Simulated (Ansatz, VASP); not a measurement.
## Ge2F in VASP and in Ansatz

```xyz
6
Lattice="3.2781 0.0000 0.0000 0.0000 3.2781 0.0000 0.0000 0.0000 9.4532" Properties=species:S:1:pos:R:3 pbc="T T T"
Ge    0.0000    1.6390    1.1817
Ge    0.0000    1.6390    5.9083
Ge    1.6390    0.0000    3.5450
Ge    1.6390    0.0000    8.2716
F     0.0000    0.0000    0.0000
F     1.6390    1.6390    4.7266
```

Change from the starting cell: species swapped into the ZnCl2 type (P4_2/nmc, No. 137).

Alike in both runs: task single point; functional PBE; k mesh 6 × 6 × 2; occupations gaussian, width 0.1 eV; no spin polarisation.

|  | VASP | Ansatz |
| --- | --- | --- |
| version | VASP 6.6.1 | Ansatz 0.2.0 |
| potentials or method | VASP PAW PBE potentials, release 64 (Ge_d, F), cutoff 520 eV | scalar-relativistic, plane waves, PAW |
| valence electrons in the cell | 70 | 70 |

VASP gave:

| Item | Value |
| --- | --- |
| gap on the k mesh at the Fermi level (eV) | none |
| pressure (GPa) | 20.2 |
| traceless stress, the component that is largest in VASP (GPa) | -1.13 |
| rms of the force components (eV/Å) | 1.552 |

Task: Estimate Ansatz's values.

Result: gap on the k mesh at the Fermi level (eV): none; pressure (GPa): 20.0; traceless stress, the component that is largest in VASP (GPa): -1.07; rms of the force components (eV/Å): 1.530.

Atom by atom the forces differ by 0.022 eV/Å (rms over components). A gap of «none» marks a metal or a gap that the smearing closes.
